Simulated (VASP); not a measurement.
## AgI: relaxation of shape and atoms at fixed volume with PBE

Crystal: AgI.

```
Ag I
1.0
     4.77777    0.00000    0.00000
    -2.38888    4.13767    0.00000
     0.00000    0.00000    7.81477
Ag I
2 2
Cartesian
  2.3889 1.3792 4.9050
  0.0000 2.7584 0.9976
  2.3889 1.3792 0.0183
  0.0000 2.7584 3.9257
```

- Program: VASP 6.6.1
- Task: relaxation of shape and atoms at fixed volume
- Functional: PBE
- Potentials or basis: VASP PAW PBE potentials, release 64 (Ag, I)
- Cutoff: 500 eV
- k mesh: 6 × 6 × 4
- Occupations: tetrahedron
- Spin: no spin polarisation
- Dipole correction: no
- Further INCAR settings: ALGO = Normal; EDIFF = 1e-07; IBRION = 2; EDIFFG = -0.01; NSW = 50; ISIF = 4

The pressure after relaxing is -1.4 GPa. The largest force after relaxing is 0.004 eV/Å and the band gap on the k mesh is 1.37 eV.

Forces in eV/Å, atoms in the order of the input:
```
Ag   0.000  0.000 -0.004
Ag   0.000  0.000 -0.004
I    0.000  0.000  0.004
I    0.000  0.000  0.004
```

Final structure:
```cif
data_structure
_symmetry_space_group_name_H-M 'P 1'
_symmetry_Int_Tables_number 1
_cell_length_a 4.7778
_cell_length_b 4.7778
_cell_length_c 7.8148
_cell_angle_alpha 90.000
_cell_angle_beta 90.000
_cell_angle_gamma 120.000
_cell_volume 154.49
loop_
_atom_site_label
_atom_site_type_symbol
_atom_site_fract_x
_atom_site_fract_y
_atom_site_fract_z
_atom_site_occupancy
Ag1 Ag 0.66667 0.33333 0.62766 1
Ag2 Ag 0.33333 0.66667 0.12766 1
I1 I 0.66667 0.33333 0.00234 1
I2 I 0.33333 0.66667 0.50234 1
```

Levels at points of the mesh, in eV from the valence-band top:
| k point | band 14 | band 15 | band 16 | band 17 | band 18 | band 19 | band 20 | band 21 | band 22 |
| --- | --- | --- | --- | --- | --- | --- | --- | --- | --- |
| (0.00, 0.00, 0.00) | -0.56 | -0.56 | -0.05 | 0.00 | 0.00 | 1.37 | 2.70 | 5.93 | 5.93 |
| (0.50, 0.00, 0.00) | -2.21 | -1.79 | -1.42 | -0.81 | -0.56 | 3.28 | 3.69 | 4.99 | 5.71 |
| (0.00, 0.00, 0.50) | -1.43 | -0.29 | -0.29 | -0.29 | -0.29 | 2.61 | 2.61 | 5.66 | 5.66 |
| (0.50, 0.00, 0.50) | -2.37 | -0.99 | -0.99 | -0.99 | -0.99 | 3.32 | 3.32 | 5.00 | 5.00 |

It took 60 s on 1 thread of Intel(R) Xeon(R) Platinum 8259CL CPU @ 2.50GHz (Skylake/Cascade Lake), on a shared host, peak memory 0.28 GiB.

Caveat: the relaxation stopped at its first step, so nothing moved; spin-orbit coupling is left out, which moves the levels of the heavy elements. A hybrid or GW would open this gap; PBE tends to underestimate it.
